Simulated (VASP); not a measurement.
# Mo (Im-3m) in VASP: notebook

The runs below take Mo through single point, with r2SCAN.

Program: VASP 6.6.1. These are calculated values, not measurements. Logs are shortened: lines on timing, memory, paths and dates and some standing lists are left out, and cuts for length are marked.

### 1 The cell of the first run

It takes space group Im-3m (No. 229, cubic). Conventional cell: a = 3.150 Å, b = 3.150 Å, c = 3.150 Å, α = 90.00°, β = 90.00°, γ = 90.00°. Mo (site symmetry m-3m) has 14 Mo at 2.73 to 3.15 Å within 3.6 Å.

### 2 Single point, r2SCAN

The input, POSCAR:

```
Mo
1.0
   -1.5752131668      1.5752131668      1.5752131668
    1.5752131668     -1.5752131668      1.5752131668
    1.5752131668      1.5752131668     -1.5752131668
Mo
1
Direct
    0.0000000000      0.0000000000      0.0000000000
```

The input, INCAR.step1:

```
SYSTEM = Mo
PREC = Accurate
ENCUT = 520
ISMEAR = 0
SIGMA = 0.15
LREAL = .False.
LASPH = .True.
NELM = 80
NBANDS = 13
GGA = PE
ALGO = Normal
EDIFF = 1E-4
LWAVE = .True.
LCHARG = .False.
```

The input, INCAR.step2:

```
SYSTEM = Mo
PREC = Accurate
ENCUT = 520
EDIFF = 1E-6
ISMEAR = 0
SIGMA = 0.15
LREAL = .False.
LASPH = .True.
NELM = 80
ALGO = Normal
ISIF = 2
LWAVE = .False.
LCHARG = .False.
METAGGA = R2SCAN
LMIXTAU = .True.
NBANDS = 13
ISTART = 1
```

The input, KPOINTS:

```
Automatic mesh
0
Gamma
  26 26 26
  0 0 0
```

Potentials or basis: VASP PAW PBE potentials, release 64 (Mo_sv).

On the command line:

```sh
$ cat potpaw_PBE.64/Mo_sv/POTCAR > POTCAR
$ cp INCAR.step1 INCAR
$ mpirun -np 1 vasp_std > vasp.out
$ cp INCAR.step2 INCAR
$ mpirun -np 1 vasp_std > vasp.out
```

OUTCAR:

```text
SYSTEM = Mo
   PREC = Accurate
   ENCUT = 520
   EDIFF = 1E-6
   ISMEAR = 0
   LREAL = .False.
   LASPH = .True.
   NELM = 80
   ISIF = 2
   METAGGA = R2SCAN
   ISTART = 1

 ion  position               nearest neighbor table
   1  0.000  0.000  0.000-

  LATTYP: Found a body centered cubic cell.
 ALAT       =     3.1504263336

  Lattice vectors:

 A1 = (  -1.5752131668,   1.5752131668,   1.5752131668)
 A2 = (   1.5752131668,  -1.5752131668,   1.5752131668)
 A3 = (   1.5752131668,   1.5752131668,  -1.5752131668)

Analysis of symmetry for initial positions (statically):
=====================================================================
 Subroutine PRICEL returns:
 Original cell was already a primitive cell.

 Routine SETGRP: Setting up the symmetry group for a
 body centered cubic supercell.

 Subroutine GETGRP returns: Found 48 space group operations
 (whereof 48 operations were pure point group operations)
 out of a pool of 48 trial point group operations.

The static configuration has the point symmetry O_h .

Analysis of symmetry for dynamics (positions and initial velocities):
=====================================================================
 Subroutine PRICEL returns:
 Original cell was already a primitive cell.

 Routine SETGRP: Setting up the symmetry group for a
 body centered cubic supercell.

 Subroutine GETGRP returns: Found 48 space group operations
 (whereof 48 operations were pure point group operations)
 out of a pool of 48 trial point group operations.

The dynamic configuration has the point symmetry O_h .

 Subroutine INISYM returns: Found 48 space group operations
 (whereof 48 operations are pure point group operations),
 and found     1 'primitive' translations

----------------------------------------------------------------------------------------

                                     Primitive cell

  volume of cell :      15.6343

  direct lattice vectors                    reciprocal lattice vectors
    -1.575213167  1.575213167  1.575213167     0.000000000  0.317417357  0.317417357
     1.575213167 -1.575213167  1.575213167     0.317417357  0.000000000  0.317417357
     1.575213167  1.575213167 -1.575213167     0.317417357  0.317417357  0.000000000

  length of vectors
     2.728349238  2.728349238  2.728349238     0.448895931  0.448895931  0.448895931

  position of ions in fractional coordinates (direct lattice)
     0.000000000  0.000000000  0.000000000

  ion indices of the primitive-cell ions
   primitive index   ion index
                 1           1

----------------------------------------------------------------------------------------

 KPOINTS: Automatic mesh

Automatic generation of k-mesh.
 Grid dimensions read from file:
 generate k-points for:   26   26   26

 Generating k-lattice:

  Cartesian coordinates                     Fractional coordinates (reciprocal lattice)
     0.000000000  0.012208360  0.012208360     0.038461538  0.000000000  0.000000000
     0.012208360  0.000000000  0.012208360     0.000000000  0.038461538  0.000000000
     0.012208360  0.012208360  0.000000000     0.000000000  0.000000000  0.038461538

  Length of vectors
     0.017265228  0.017265228  0.017265228

  Shift w.r.t. Gamma in fractional coordinates (k-lattice)
     0.000000000  0.000000000  0.000000000

 Subroutine IBZKPT returns following result:
 ===========================================

 Found    511 irreducible k-points:

 Following reciprocal coordinates:
            Coordinates               Weight
  0.000000  0.000000  0.000000      1.000000
  0.038462  0.000000  0.000000     12.000000
  0.076923  0.000000  0.000000     12.000000
  0.115385  0.000000  0.000000     12.000000
  0.153846  0.000000  0.000000     12.000000
  0.192308  0.000000  0.000000     12.000000
[... 16 lines left out ...]
  0.346154  0.038462  0.000000     48.000000
  0.384615  0.038462 -0.000000     48.000000
 [... further k-points ...]
   k-points           NKPTS =    511   k-points in BZ     NKDIM =    511   number of bands    NBANDS=     13
   number of dos      NEDOS =    301   number of ions     NIONS =      1
   total plane-waves  NPLWV =   8000
   dimension x,y,z NGX =    20 NGY =   20 NGZ =   20
   dimension x,y,z NGXF=    40 NGYF=   40 NGZF=   40
   ions per type =               1
   NGX,Y,Z   is equivalent  to a cutoff of  12.19, 12.19, 12.19 a.u.
   NGXF,Y,Z  is equivalent  to a cutoff of  24.37, 24.37, 24.37 a.u.
 SYSTEM =  Mo
   PREC   = accura    normal or accurate (medium, high low for compatibility)
   ISTART =      1    job   : 0-new  1-cont  2-samecut
   ICHARG =      0    charge: 1-file 2-atom 10-const
   ISPIN  =      1    spin polarized calculation?
   LNONCOLLINEAR =      F non collinear calculations
   LSORBIT =      F    spin-orbit coupling
   LASPH  =      T    aspherical Exc in radial PAW
   ENCUT  =  520.0 eV  38.22 Ry    6.18 a.u.   5.07  5.07  5.07*2*pi/ulx,y,z
   NELM   =     80;   NELMIN=  2; NELMDL=  0     # of ELM steps
   EDIFF  = 0.1E-05   stopping-criterion for ELM
   LREAL  =      F    real-space projection
   EDIFFG = 0.1E-04   stopping-criterion for IOM
   NSW    =      0    number of steps for IOM
   IBRION =     -1    ionic relax: 0-MD 1-quasi-New 2-CG
   NFREE  =      0    steps in history (QN), initial steepest desc. (CG)
   ISIF   =      2    stress and relaxation
   ISYM   =      2    0-nonsym 1-usesym 2-fastsym
   POTIM  = 0.5000    time-step for ionic-motion
   TEBEG  =    0.0;   TEEND  =   0.0 temperature during run
   PSTRESS=    0.0 pullay stress
   NELECT =      14.0000    total number of electrons
   NUPDOWN=      -1.0000    fix difference up-down
   EMIN   =  10.00;   EMAX   =-10.00  energy-range for DOS
   EFERMI =   0.00;   METHOD = LEGACY
   ISMEAR =     0;   SIGMA  =   0.15  broadening in eV -4-tet -1-fermi 0-gaus
   EFERMI_NEDOS =   21; number of points for ismear=-14 and -15
   IALGO  =     38    algorithm
   IMIX   =      4    mixing-type and parameters
     AMIX     =   0.40;   BMIX     =  1.00
     AMIX_MAG =   1.60;   BMIX_MAG =  1.00
  volume/ion in A,a.u.               =      15.63       105.51
  Fermi-wavevector in a.u.,A,eV,Ry     =   1.577944  2.981881 33.877233  2.489906
  Thomas-Fermi vector in A             =   2.678549
   LORBIT       =      0    0 simple, 1 ext, 2 COOP (PROOUT), +10 PAW based schemes
   METAGGA = R2SCAN    functional components
   LHFCALC =     F    Hartree Fock is set to
   AEXX    =    0.0000 exact exchange contribution
   IVDW    =     0    specifies the selected vdW correction
   LEPSILON=     F    determine dielectric tensor
   LRPA    =     F    only Hartree local field effects (RPA)
 non-spin polarized calculation
 Gauss-broadening in eV      SIGMA  =   0.15
  energy-cutoff  :      520.00
  volume of cell :       15.63
 maximum number of plane-waves:       433
   NGX = 11   NGY = 11   NGZ = 11

 number of electron      14.0000002 magnetization

 Free energy of the ion-electron system (eV)
  ---------------------------------------------------
  ext. energy  EPLUGINS =         0.00000000
  ---------------------------------------------------
  free energy    TOTEN  =       -26.08230780 eV

  energy without entropy =      -26.07709075  energy(sigma->0) =      -26.07969928

 E-fermi :  12.5457     XC(G=0): -14.6358

 val. band max:       12.5409473593   @ k =  -0.4615   0.4615   0.0769
 cond. band min:      12.5528929930   @ k =   0.3846   0.1154   0.0385
 fundamental gap:      0.0119456337
 Fermi energy:        12.5457121295

 k-point     1 :       0.0000    0.0000    0.0000
  band No.  band energies     occupation
      1     -50.6777      2.00000
      2     -23.1495      2.00000
      3     -23.1495      2.00000
      4     -23.1495      2.00000
      5       4.8845      2.00000
      6      11.1236      2.00000
      7      11.1236      2.00000
      8      11.1236      2.00000
      9      14.4603      0.00000
     10      14.4603      0.00000
     11      28.0421      0.00000
     12      28.0421      0.00000
     13      28.0421      0.00000

 k-point     2 :       0.0385    0.0000    0.0000
  band No.  band energies     occupation
      1     -50.6735      2.00000
      2     -23.1731      2.00000
      3     -23.1567      2.00000
      4     -23.1497      2.00000
      5       4.9541      2.00000
      6      11.0837      2.00000
      7      11.1173      2.00000
      8      11.1880      2.00000
      9      14.3982      0.00000
     10      14.4605      0.00000
     11      28.0953      0.00000
     12      28.1588      0.00000
     13      28.1803      0.00000

 k-point     3 :       0.0769    0.0000    0.0000
  band No.  band energies     occupation
      1     -50.6613      2.00000
      2     -23.2420      2.00000
      3     -23.1778      2.00000
      4     -23.1502      2.00000
      5       5.1582      2.00000
      6      10.9683      2.00000
      7      11.0937      2.00000
      8      11.3799      2.00000
      9      14.2365      0.00000
     10      14.4628      0.00000
     11      28.2401      0.00000
     12      28.5038      0.00000
     13      28.5599      0.00000
[... 305 lines left out ...]
 k-point    23 :       0.3462    0.0385    0.0000
  band No.  band energies     occupation
      1     -50.4336      2.00000
      2     -24.4130      2.00000
      3     -23.5524      2.00000
      4     -23.1690      2.00000
      5       7.2457      2.00000
      6       9.2769      2.00000
      7      12.1928      1.99912
      8      14.2659      0.00000
      9      14.9692      0.00000
     10      16.0261      0.00000
     11      26.2021      0.00000
     12      26.8305      0.00000
     13      33.1841      0.00000

 k-point    24 :       0.3846    0.0385   -0.0000
  band No.  band energies     occupation
      1     -50.4099      2.00000
      2     -24.5252      2.00000
      3     -23.5904      2.00000
      4     -23.1701      2.00000
      5       7.1460      2.00000
      6       9.1328      2.00000
      7      12.8530      0.00376
      8      14.4012      0.00000
      9      15.0892      0.00000
     10      16.7186      0.00000
     11      25.6677      0.00000
     12      25.9567      0.00000
     13      32.0683      0.00000

 [... further k-points ...]

------------------------ aborting loop because EDIFF is reached ----------------------------------------

  FORCE on cell =-STRESS in cart. coord.  units (eV):
  Direction    XX          YY          ZZ          XY          YZ          ZX
  --------------------------------------------------------------------------------------
  -------------------------------------------------------------------------------------
  Total        0.1193135      0.1193135      0.1193135      0.0000000     -0.0000000      0.0000000
  in kB       12.2270647     12.2270647     12.2270647      0.0000000     -0.0000000      0.0000000
  external PRESSURE =      12.2270647 kB  Pullay stress =       0.0000000 kB

 VOLUME and BASIS-vectors are now :
 -----------------------------------------------------------------------------
  energy-cutoff  :      520.00
  volume of cell :       15.63
      direct lattice vectors                 reciprocal lattice vectors
    -1.575213167  1.575213167  1.575213167     0.000000000  0.317417357  0.317417357
     1.575213167 -1.575213167  1.575213167     0.317417357  0.000000000  0.317417357
     1.575213167  1.575213167 -1.575213167     0.317417357  0.317417357  0.000000000

 POSITION                                       TOTAL-FORCE (eV/Angst)
 -----------------------------------------------------------------------------------
      0.00000      0.00000      0.00000         0.000000      0.000000      0.000000
 -----------------------------------------------------------------------------------
    total drift:                                0.000000     -0.000000      0.000000

  FREE ENERGIE OF THE ION-ELECTRON SYSTEM (eV)
  ---------------------------------------------------
  free  energy   TOTEN  =       -26.0823077985 eV

  energy  without entropy=      -26.0770907521  energy(sigma->0) =      -26.07969928
```

Wall time 2.6 min (1 thread of Intel Xeon Platinum 8488C (Sapphire Rapids), shared host); peak memory 0.2 GiB.

Results:

| Item | Value |
| --- | --- |
| Free energy | -26.0823 eV |
| Pressure | 1.2 GPa |
| Band gap on the k mesh | zero (bands 7 and 8 overlap by 5.56 eV) |

Caveat: the PAW data sets were made with another functional, which shifts forces and pressure a little.

### 3 Single point, r2SCAN

POSCAR is that of step 2.

The input, INCAR.step1:

```
SYSTEM = Mo
ALGO = Normal
EDIFF = 1E-4
ENCUT = 520
GGA = PE
ISMEAR = 0
LASPH = .True.
LCHARG = .False.
LREAL = .False.
LWAVE = .True.
NBANDS = 13
NELM = 60
PREC = Accurate
SIGMA = 0.15
```

The input, INCAR.step2:

```
SYSTEM = Mo
ALGO = Normal
EDIFF = 1E-7
ENCUT = 520
ISIF = 2
ISMEAR = 0
ISTART = 1
LASPH = .True.
LCHARG = .False.
LMIXTAU = .True.
LREAL = .False.
LWAVE = .False.
METAGGA = R2SCAN
NBANDS = 13
NELM = 60
PREC = Accurate
SIGMA = 0.15
```

The input, KPOINTS:

```
k-points
0
Gamma
  30 30 30
  0 0 0
```

Potentials or basis: VASP PAW PBE potentials, release 64 (Mo_sv).

On the command line:

```sh
$ cat potpaw_PBE.64/Mo_sv/POTCAR > POTCAR
$ cp INCAR.step1 INCAR
$ mpirun -np 1 vasp_std > vasp.out
$ cp INCAR.step2 INCAR
$ mpirun -np 1 vasp_std > vasp.out
```

Run time: 4.7 min. Hardware: 1 thread of Intel Xeon Platinum 8488C (Sapphire Rapids), shared host; peak memory 0.25 GiB.

Results (log left out):

```
Free energy            : -26.0822 eV
Pressure               : 1.2 GPa
Band gap on the k mesh : zero (bands 7 and 8 overlap by 5.56 eV)
```

Levels at points of the mesh, in eV from the Fermi level:
```tsv
k point	band 5	band 6	band 7	band 8	band 9	band 10
(0.00, 0.00, 0.00)	-7.67	-1.44	-1.44	-1.44	1.90	1.90
(0.50, 0.00, 0.00)	-5.61	-3.60	1.57	1.88	2.58	4.91
(0.50, 0.50, 0.50)	-5.66	-5.66	4.13	4.13	4.13	9.46
```

Caveat: the PAW data sets were made with another functional, which shifts forces and pressure a little.
